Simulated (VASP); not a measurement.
# CaO (P6_3/mmc) in VASP: a series of runs

The runs below take CaO through single point, relaxation of cell and atoms, with r2SCAN, PBE.

All numbers are computed with VASP 6.6.1; they aren't measurements. Logs are shortened: lines on timing, memory, paths and dates and some standing lists are left out, and cuts for length are marked.

### 1 The cell of the first run

It takes space group P6_3/mmc (No. 194, hexagonal). The conventional cell has a = 3.981 Å, b = 3.981 Å, c = 4.770 Å, α = 90.00°, β = 90.00°, γ = 120.00°. Within 3.0 Å of Ca (site symmetry -6m2) lie 5 O at 2.30 to 2.39 Å. Within 3.0 Å of O (site symmetry -6m2) lie 5 Ca at 2.30 to 2.39 Å.

### 2 Single point, r2SCAN

File POSCAR:

```
CaO
1.0
    3.9810268624      0.0000000000      0.0000000000
   -1.9905134312      3.4476703960      0.0000000000
    0.0000000000      0.0000000000      4.7701156015
Ca O
2 2
Direct
    0.3333333333      0.6666666667      0.2500000000
    0.6666666667      0.3333333333      0.7500000000
    0.6666666667      0.3333333333      0.2500000000
    0.3333333333      0.6666666667      0.7500000000
```

File INCAR.step1:

```
SYSTEM = CaO
PREC     = Accurate       ! precision mode
ENCUT    = 520            ! plane-wave cutoff, eV
ISMEAR   = 0              ! smearing method
SIGMA    = 0.01           ! smearing width, eV
LREAL    = .False.        ! projectors in reciprocal space
LASPH    = .True.         ! aspherical terms in the spheres
NELM     = 80             ! most SCF steps
NBANDS   = 24             ! bands
GGA      = PE             ! functional
ALGO     = Normal         ! electronic algorithm
EDIFF    = 1E-4           ! SCF threshold, eV
LWAVE    = .True.         ! write WAVECAR
LCHARG   = .False.        ! write CHGCAR
```

File INCAR.step2:

```
SYSTEM = CaO
PREC     = Accurate       ! precision mode
ENCUT    = 520            ! plane-wave cutoff, eV
EDIFF    = 1E-6           ! SCF threshold, eV
ISMEAR   = 0              ! smearing method
SIGMA    = 0.01           ! smearing width, eV
LREAL    = .False.        ! projectors in reciprocal space
LASPH    = .True.         ! aspherical terms in the spheres
NELM     = 80             ! most SCF steps
ALGO     = Normal         ! electronic algorithm
ISIF     = 2              ! what is computed and relaxed
LWAVE    = .False.        ! write WAVECAR
LCHARG   = .False.        ! write CHGCAR
METAGGA  = R2SCAN         ! meta-GGA
LMIXTAU  = .True.       
NBANDS   = 24             ! bands
ISTART   = 1
```

File KPOINTS:

```
Automatic mesh
0
Gamma
  12 12 6
  0 0 0
```

Potentials or basis: VASP PAW PBE potentials, release 64 (Ca_sv, O).

Launch:

```
cat potpaw_PBE.64/Ca_sv/POTCAR potpaw_PBE.64/O/POTCAR > POTCAR
cp INCAR.step1 INCAR
mpirun -np 1 vasp_std > vasp.out
cp INCAR.step2 INCAR
mpirun -np 1 vasp_std > vasp.out
```

OUTCAR:

```text
SYSTEM = CaO
   PREC = Accurate
   ENCUT = 520
   EDIFF = 1E-6
   ISMEAR = 0
   LREAL = .False.
   LASPH = .True.
   NELM = 80
   ISIF = 2
   METAGGA = R2SCAN
   ISTART = 1

 ion  position               nearest neighbor table
   1  0.333  0.667  0.250-   3 2.30   3 2.30   3 2.30   4 2.39   4 2.39
   2  0.667  0.333  0.750-   4 2.30   4 2.30   4 2.30   3 2.39   3 2.39
   3  0.667  0.333  0.250-   1 2.30   1 2.30   1 2.30   2 2.39   2 2.39
   4  0.333  0.667  0.750-   2 2.30   2 2.30   2 2.30   1 2.39   1 2.39

  LATTYP: Found a hexagonal cell.
 ALAT       =     3.9810268624
 C/A-ratio  =     1.1982123624

  Lattice vectors:

 A1 = (   3.9810268624,   0.0000000000,   0.0000000000)
 A2 = (  -1.9905134312,   3.4476703960,   0.0000000000)
 A3 = (   0.0000000000,   0.0000000000,   4.7701156015)

Analysis of symmetry for initial positions (statically):
=====================================================================
 Subroutine PRICEL returns:
 Original cell was already a primitive cell.

 Routine SETGRP: Setting up the symmetry group for a
 hexagonal supercell.

 Subroutine GETGRP returns: Found 24 space group operations
 (whereof 12 operations were pure point group operations)
 out of a pool of 24 trial point group operations.

The static configuration has the point symmetry D_3d.
 The point group associated with its full space group is D_6h.

Analysis of symmetry for dynamics (positions and initial velocities):
=====================================================================
 Subroutine PRICEL returns:
 Original cell was already a primitive cell.

 Routine SETGRP: Setting up the symmetry group for a
 hexagonal supercell.

 Subroutine GETGRP returns: Found 24 space group operations
 (whereof 12 operations were pure point group operations)
 out of a pool of 24 trial point group operations.

The dynamic configuration has the point symmetry D_3d.
 The point group associated with its full space group is D_6h.

 Subroutine INISYM returns: Found 24 space group operations
 (whereof 12 operations are pure point group operations),
 and found     1 'primitive' translations

----------------------------------------------------------------------------------------

                                     Primitive cell

  volume of cell :      65.4711

  direct lattice vectors                    reciprocal lattice vectors
     3.981026862  0.000000000  0.000000000     0.251191473  0.145025464  0.000000000
    -1.990513431  3.447670396  0.000000000     0.000000000  0.290050929  0.000000000
     0.000000000  0.000000000  4.770115601     0.000000000  0.000000000  0.209638525

  length of vectors
     3.981026862  3.981026862  4.770115601     0.290050929  0.290050929  0.209638525

  position of ions in fractional coordinates (direct lattice)
     0.333333333  0.666666667  0.250000000
     0.666666667  0.333333333  0.750000000
     0.666666667  0.333333333  0.250000000
     0.333333333  0.666666667  0.750000000

  ion indices of the primitive-cell ions
   primitive index   ion index
                 1           1
                 2           2
                 3           3
                 4           4

----------------------------------------------------------------------------------------

 KPOINTS: Automatic mesh

Automatic generation of k-mesh.
 Grid dimensions read from file:
 generate k-points for:   12   12    6

 Generating k-lattice:

  Cartesian coordinates                     Fractional coordinates (reciprocal lattice)
     0.020932623  0.012085455  0.000000000     0.083333333 -0.000000000  0.000000000
     0.000000000  0.024170911  0.000000000     0.000000000  0.083333333  0.000000000
     0.000000000  0.000000000  0.034939754     0.000000000  0.000000000  0.166666667

  Length of vectors
     0.024170911  0.024170911  0.034939754

  Shift w.r.t. Gamma in fractional coordinates (k-lattice)
     0.000000000  0.000000000  0.000000000

 Subroutine IBZKPT returns following result:
 ===========================================

 Found     76 irreducible k-points:

 Following reciprocal coordinates:
            Coordinates               Weight
  0.000000  0.000000  0.000000      1.000000
  0.083333  0.000000  0.000000      6.000000
  0.166667  0.000000  0.000000      6.000000
  0.250000  0.000000  0.000000      6.000000
  0.333333  0.000000  0.000000      6.000000
  0.416667  0.000000  0.000000      6.000000
[... 16 lines left out ...]
  0.250000  0.000000  0.166667     12.000000
  0.333333  0.000000  0.166667     12.000000
 [... further k-points ...]
   k-points           NKPTS =     76   k-points in BZ     NKDIM =     76   number of bands    NBANDS=     24
   number of dos      NEDOS =    301   number of ions     NIONS =      4
   total plane-waves  NPLWV =  32400
   dimension x,y,z NGX =    30 NGY =   30 NGZ =   36
   dimension x,y,z NGXF=    60 NGYF=   60 NGZF=   72
   ions per type =               2   2
[... 35 lines left out ...]
   LEPSILON=     F    determine dielectric tensor
   LRPA    =     F    only Hartree local field effects (RPA)
 non-spin polarized calculation
 Gauss-broadening in eV      SIGMA  =   0.01
  energy-cutoff  :      520.00
  volume of cell :       65.47
 maximum number of plane-waves:      1811
 NGX is ok and might be reduce to    30
   NGX = 15   NGY = 15   NGZ = 17

 number of electron      31.9999988 magnetization

 Free energy of the ion-electron system (eV)
  ---------------------------------------------------
  ext. energy  EPLUGINS =         0.00000000
  ---------------------------------------------------
  free energy    TOTEN  =       -38.48721367 eV

  energy without entropy =      -38.48721367  energy(sigma->0) =      -38.48721367

 E-fermi :   1.2106     XC(G=0):  -9.9992

 val. band max:        1.0427602005   @ k =   0.0000   0.0000   0.0000
 cond. band min:       4.6542894698   @ k =   0.0000   0.0000   0.0000
 fundamental gap:      3.6115292693
 Fermi energy:         1.2105575361

 k-point     1 :       0.0000    0.0000    0.0000
  band No.  band energies     occupation
      1     -37.9812      2.00000
      2     -37.8470      2.00000
      3     -18.4515      2.00000
      4     -18.2018      2.00000
      5     -18.2018      2.00000
      6     -18.0017      2.00000
[... 16 lines left out ...]
     23      10.1854      0.00000
     24      10.3345      0.00000

 k-point     2 :       0.0833    0.0000    0.0000
  band No.  band energies     occupation
      1     -37.9783      2.00000
      2     -37.8481      2.00000
      3     -18.4419      2.00000
      4     -18.2407      2.00000
      5     -18.2082      2.00000
      6     -18.0495      2.00000
[... 16 lines left out ...]
     23      10.1162      0.00000
     24      10.2827      0.00000

 k-point     3 :       0.1667    0.0000    0.0000
  band No.  band energies     occupation
      1     -37.9698      2.00000
      2     -37.8514      2.00000
      3     -18.4140      2.00000
      4     -18.3421      2.00000
      5     -18.2253      2.00000
      6     -18.1705      2.00000
[... 16 lines left out ...]
     23       9.8413      0.00000
     24      10.1357      0.00000

 k-point     4 :       0.2500    0.0000    0.0000
  band No.  band energies     occupation
      1     -37.9572      2.00000
      2     -37.8571      2.00000
      3     -18.4707      2.00000
      4     -18.3712      2.00000
      5     -18.3177      2.00000
      6     -18.2474      2.00000
[... 16 lines left out ...]
     23       9.9227      0.00000
     24      10.1424      0.00000

 k-point     5 :       0.3333    0.0000    0.0000
  band No.  band energies     occupation
      1     -37.9424      2.00000
      2     -37.8650      2.00000
      3     -18.5905      2.00000
      4     -18.4491      2.00000
      5     -18.3191      2.00000
      6     -18.2685      2.00000
[... 451 lines left out ...]
 k-point    22 :       0.1667    0.0000    0.1667
  band No.  band energies     occupation
      1     -37.9617      2.00000
      2     -37.8591      2.00000
      3     -18.5388      2.00000
      4     -18.2796      2.00000
      5     -18.2217      2.00000
      6     -18.2101      2.00000
[... 16 lines left out ...]
     23      10.1595      0.00000
     24      10.1694      0.00000

 k-point    23 :       0.2500    0.0000    0.1667
  band No.  band energies     occupation
      1     -37.9502      2.00000
      2     -37.8636      2.00000
      3     -18.6231      2.00000
      4     -18.4371      2.00000
      5     -18.2308      2.00000
      6     -18.2218      2.00000
[... 16 lines left out ...]
     23      10.3077      0.00000
     24      10.3441      0.00000

 k-point    24 :       0.3333    0.0000    0.1667
  band No.  band energies     occupation
      1     -37.9370      2.00000
      2     -37.8698      2.00000
      3     -18.7165      2.00000
      4     -18.5727      2.00000
      5     -18.2506      2.00000
      6     -18.1967      2.00000
[... 16 lines left out ...]
     23      10.1975      0.00000
     24      10.4983      0.00000

 [... further k-points ...]
[... 5 lines left out ...]
  --------------------------------------------------------------------------------------
  -------------------------------------------------------------------------------------
  Total        0.4081506      0.4081506      0.3792534      0.0000000      0.0000000      0.0000000
  in kB        9.9880625      9.9880625      9.2809037      0.0000000      0.0000000      0.0000000
  external PRESSURE =       9.7523429 kB  Pullay stress =       0.0000000 kB

 VOLUME and BASIS-vectors are now :
 -----------------------------------------------------------------------------
  energy-cutoff  :      520.00
  volume of cell :       65.47
      direct lattice vectors                 reciprocal lattice vectors
     3.981026862  0.000000000  0.000000000     0.251191473  0.145025464  0.000000000
    -1.990513431  3.447670396  0.000000000     0.000000000  0.290050929  0.000000000
     0.000000000  0.000000000  4.770115601     0.000000000  0.000000000  0.209638525

 POSITION                                       TOTAL-FORCE (eV/Angst)
 -----------------------------------------------------------------------------------
     -0.00000      2.29845      1.19253        -0.000000      0.000000      0.000000
      1.99051      1.14922      3.57759         0.000000      0.000000      0.000000
      1.99051      1.14922      1.19253        -0.000000     -0.000000     -0.000000
     -0.00000      2.29845      3.57759         0.000000      0.000000     -0.000000
 -----------------------------------------------------------------------------------
    total drift:                               -0.000000      0.000000     -0.000000

  FREE ENERGIE OF THE ION-ELECTRON SYSTEM (eV)
  ---------------------------------------------------
  free  energy   TOTEN  =       -38.4872136693 eV

  energy  without entropy=      -38.4872136693  energy(sigma->0) =      -38.48721367
```

It took 3.2 min on 1 thread of Intel Xeon 6975P-C (Granite Rapids), shared host; peak memory 0.24 GiB.

Results:

```yaml
Free_energy: -38.4872 eV
Pressure: 1.0 GPa
Band_gap_on_the_k_mesh: 3.61 eV
```

Caveat: the PAW data sets were made with another functional, which shifts forces and pressure a little.

### 3 Relaxation of cell and atoms, PBE

This run uses another cell than the first one, of 14.94 Å³/atom.

File INCAR:

```
PREC = Accurate ; ENCUT = 600
EDIFF = 1E-6 ; ISMEAR = -1
SIGMA = 0.02 ; LREAL = F
LASPH = T ; NELM = 80
ALGO = Normal ; ISIF = 3
LWAVE = F ; LCHARG = F
GGA = PE ; IBRION = 2
NSW = 80 ; EDIFFG = -0.005
```

File KPOINTS:

```
regular mesh
0
Gamma
  12 12 6
```

File POSCAR:

```
CaO
1.0
    3.8077745128      0.0000000000      0.0000000000
   -1.9038872564      3.2976294600      0.0000000000
    0.0000000000      0.0000000000      4.7594652000
Ca O
2 2
Direct
    0.3333333333      0.6666666667      0.2500000000
    0.6666666667      0.3333333333      0.7500000000
    0.6666666667      0.3333333333      0.2500000000
    0.3333333333      0.6666666667      0.7500000000
```

Potentials or basis: VASP PAW PBE potentials, release 64 (Ca_sv, O).

Launch:

```
cat potpaw_PBE.64/Ca_sv/POTCAR potpaw_PBE.64/O/POTCAR > POTCAR
mpirun -np 1 vasp_std > vasp.out
```

It took 3.9 min on 1 thread of Intel Xeon 6975P-C (Granite Rapids), shared host; peak memory 0.26 GiB.

Results (log left out):

* Free energy: -25.3474 eV
* Relaxed volume: 16.78 Å³/atom
* Relaxed cell: a = 4.011 Å, b = 4.011 Å, c = 4.816 Å, α = 90.00°, β = 90.00°, γ = 120.00°
* Space group after relaxing (to 0.1 Å): P6_3/mmc (No. 194)
* Energy gained by relaxing: 72.9 meV/atom
* Ionic steps: 6
* Pressure after relaxing: 0.0 GPa
* Band gap on the k mesh: 3.11 eV

The path:
| step | energy change (eV) | largest force (eV/Å) | pressure (GPa) | volume (Å³) |
| --- | --- | --- | --- | --- |
| 1 | 0.0000 | 0.0000 | 12.73 | 59.76 |
| 2 | -0.2446 | 0.0000 | -3.92 | 70.60 |
| 3 | -0.2853 | 0.0000 | -0.20 | 67.24 |
| 4 | -0.2852 | 0.0000 | -0.39 | 67.40 |
| 5 | -0.2906 | 0.0000 | -0.15 | 67.23 |
| 6 | -0.2916 | 0.0000 | -0.01 | 67.12 |

Final structure:
```
Ca O
1.0
     4.01130    0.00000    0.00000
    -2.00565    3.47389    0.00000
     0.00000    0.00000    4.81636
Ca O
2 2
Direct
  0.33333 0.66667 0.25000
  0.66667 0.33333 0.75000
  0.66667 0.33333 0.25000
  0.33333 0.66667 0.75000
```

Levels at points of the mesh, in eV from the valence-band top:
| k point | band 14 | band 15 | band 16 | band 17 | band 18 | band 19 |
| --- | --- | --- | --- | --- | --- | --- |
| (0.00, 0.00, 0.00) | -1.12 | -1.10 | 0.00 | 3.11 | 6.10 | 6.10 |
| (0.50, 0.00, 0.00) | -0.84 | -0.59 | -0.38 | 4.66 | 5.23 | 5.23 |
| (0.00, 0.00, 0.50) | -1.26 | -1.26 | -1.26 | 4.91 | 4.91 | 7.68 |
| (0.50, 0.00, 0.50) | -1.03 | -0.75 | -0.75 | 5.31 | 5.31 | 7.24 |

### 4 Relaxation of cell and atoms, r2SCAN

This run uses another cell than the first one, of 16.69 Å³/atom.

File POSCAR:

```
CaO
1.0
    4.0039163146      0.0000000000      0.0000000000
   -2.0019581573      3.4674932431      0.0000000000
    0.0000000000      0.0000000000      4.8085937088
Ca O
2 2
Direct
    0.3333333333      0.6666666667      0.2500000000
    0.6666666667      0.3333333333      0.7500000000
    0.6666666667      0.3333333333      0.2500000000
    0.3333333333      0.6666666667      0.7500000000
```

File INCAR.step1:

```
ALGO     = Normal         # electronic algorithm
EDIFF    = 1E-4           # SCF threshold, eV
ENCUT    = 600            # plane-wave cutoff, eV
GGA      = PE             # functional
ISMEAR   = -1             # smearing method
LASPH    = True           # aspherical terms in the spheres
LCHARG   = False          # write CHGCAR
LREAL    = False          # projectors in reciprocal space
LWAVE    = True           # write WAVECAR
NELM     = 100            # most SCF steps
PREC     = Accurate       # precision mode
SIGMA    = 0.02           # smearing width, eV
```

File INCAR.step2:

```
ALGO     = Normal         # electronic algorithm
EDIFF    = 1E-6           # SCF threshold, eV
EDIFFG   = -0.005         # ionic threshold
ENCUT    = 600            # plane-wave cutoff, eV
IBRION   = 2              # ionic algorithm
ISIF     = 3              # what is computed and relaxed
ISMEAR   = -1             # smearing method
ISTART   = 1            
LASPH    = True           # aspherical terms in the spheres
LCHARG   = False          # write CHGCAR
LMIXTAU  = True         
LREAL    = False          # projectors in reciprocal space
LWAVE    = False          # write WAVECAR
METAGGA  = R2SCAN         # meta-GGA
NELM     = 100            # most SCF steps
NSW      = 80             # ionic steps
PREC     = Accurate       # precision mode
SIGMA    = 0.02           # smearing width, eV
```

File KPOINTS:

```
k-points
0
Gamma
  6 6 6
```

Launch:

```
cat potpaw_PBE.64/Ca_sv/POTCAR potpaw_PBE.64/O/POTCAR > POTCAR
cp INCAR.step1 INCAR
mpirun -np 1 vasp_std > vasp.out
cp INCAR.step2 INCAR
mpirun -np 1 vasp_std > vasp.out
```

It took 4.7 min on 1 thread of Intel Xeon 6975P-C (Granite Rapids), shared host; peak memory 0.24 GiB.

The run converged. Its results:

| Quantity | Value |
| --- | --- |
| Free energy | -38.4982 eV |
| Relaxed volume | 16.52 Å³/atom |
| Relaxed cell | a = 3.995 Å, b = 3.995 Å, c = 4.781 Å, α = 90.00°, β = 90.00°, γ = 120.00° |
| Space group after relaxing (to 0.1 Å) | P6_3/mmc (No. 194) |
| Energy gained by relaxing | 0.6 meV/atom |
| Ionic steps | 6 |
| Pressure after relaxing | 0.0 GPa |
| Band gap on the k mesh | 3.58 eV |

The path:
| step | energy change (eV) | largest force (eV/Å) | pressure (GPa) | volume (Å³) |
| --- | --- | --- | --- | --- |
| 1 | 0.0000 | 0.0000 | -1.02 | 66.76 |
| 2 | -0.0021 | 0.0000 | 0.44 | 65.74 |
| 3 | -0.0025 | 0.0000 | 0.03 | 66.03 |
| 4 | -0.0025 | 0.0000 | 0.01 | 66.04 |
| 5 | -0.0026 | 0.0000 | -0.01 | 66.06 |
| 6 | -0.0026 | 0.0000 | -0.02 | 66.06 |

Final structure:
```
Ca O
1.0
     3.99454    0.00000    0.00000
    -1.99727    3.45937    0.00000
     0.00000    0.00000    4.78086
Ca O
2 2
Cartesian
  0.0000 2.3062 1.1952
  1.9973 1.1531 3.5856
  1.9973 1.1531 1.1952
  0.0000 2.3062 3.5856
```

Levels at points of the mesh, in eV from the valence-band top:
```csv
k point,band 12,band 13,band 14,band 15,band 16,band 17,band 18,band 19,band 20
"(0.00, 0.00, 0.00)",-1.19,-1.15,-1.15,-1.08,0.00,3.58,6.79,6.79,8.35
"(0.50, 0.00, 0.00)",-1.05,-0.85,-0.82,-0.58,-0.38,5.11,5.78,5.86,8.29
"(0.00, 0.00, 0.50)",-1.57,-1.28,-1.28,-1.28,-1.28,5.40,5.40,8.45,8.45
"(0.50, 0.00, 0.50)",-2.05,-1.05,-1.05,-0.75,-0.75,5.81,5.81,7.98,7.98
```

Caveat: the PAW data sets were made with another functional, which shifts forces and pressure a little. A k mesh can miss the band edges.

### 5 The runs side by side

| task | level | cell | k mesh | cutoff (eV) | smearing | gap on the mesh (eV) | pressure (GPa) | relaxed volume (Å³/atom) |
| --- | --- | --- | --- | --- | --- | --- | --- | --- |
| single point | r2SCAN | a = 3.981, b = 3.981, c = 4.770 Å, angles 90.0, 90.0, 120.0°, 4 atoms | 12 × 12 × 6 | 520 | gaussian 0.01 eV | 3.61 | 1.0 | - |
| relaxation of cell and atoms | PBE | relaxed from a = 3.808, b = 3.808, c = 4.759 Å, angles 90.0, 90.0, 120.0°, 4 atoms | 12 × 12 × 6 | 600 | fermi-dirac 0.02 eV | 3.11 | 0.0 | 16.78 |
| relaxation of cell and atoms | r2SCAN | relaxed from a = 4.004, b = 4.004, c = 4.809 Å, angles 90.0, 90.0, 120.0°, 4 atoms | 6 × 6 × 6 | 600 | fermi-dirac 0.02 eV | 3.58 | 0.0 | 16.52 |

Alike in all rows: potentials or basis VASP PAW PBE potentials, release 64 (Ca_sv, O); no spin polarisation.

Caveats: the PAW data sets were made with another functional, which shifts forces and pressure a little (at least some runs).

Total energies depend on the potentials used, so only differences within one code and one set of settings carry meaning.
